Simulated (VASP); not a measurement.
Crystal: BeTe.

```
Be Te
1.0
     0.00000    2.77000    2.77000
     2.77000    0.00000    2.77000
     2.77000    2.77000    0.00000
Be Te
1 1
Direct
  0.00000 0.00000 0.00000
  0.25000 0.25000 0.25000
```

- Program: VASP 6.6.1
- Task: relaxation of volume and atoms at fixed shape
- Functional: PBE
- Potentials or basis: VASP PAW PBE potentials, release 64 (Be, Te)
- Cutoff: 600 eV
- k mesh: 5 × 5 × 5
- Occupations: fermi-dirac, width 0.02 eV
- Spin: no spin polarisation

At the start: pressure 4.6 GPa; volume 21.25 Å³/atom.

Where does the relaxation end?

Over 3 steps the energy falls by 21.2 meV/atom and the volume is 22.81 Å³/atom (+7.3 %); space group F-43m (No. 216, to 0.1 Å) before and after.

Step by step:
```csv
step,energy change (eV),largest force (eV/Å),pressure (GPa),volume (Å³)
1,0.0000,0.0000,4.61,42.51
2,-0.0402,0.0000,-0.89,46.38
3,-0.0423,0.0000,0.01,45.62
```

Final structure:
```xyz
2
Lattice="0.0000 2.8360 2.8360 2.8360 0.0000 2.8360 2.8360 2.8360 0.0000" Properties=species:S:1:pos:R:3 pbc="T T T"
Be    0.0000    0.0000    0.0000
Te    1.4180    1.4180    1.4180
```
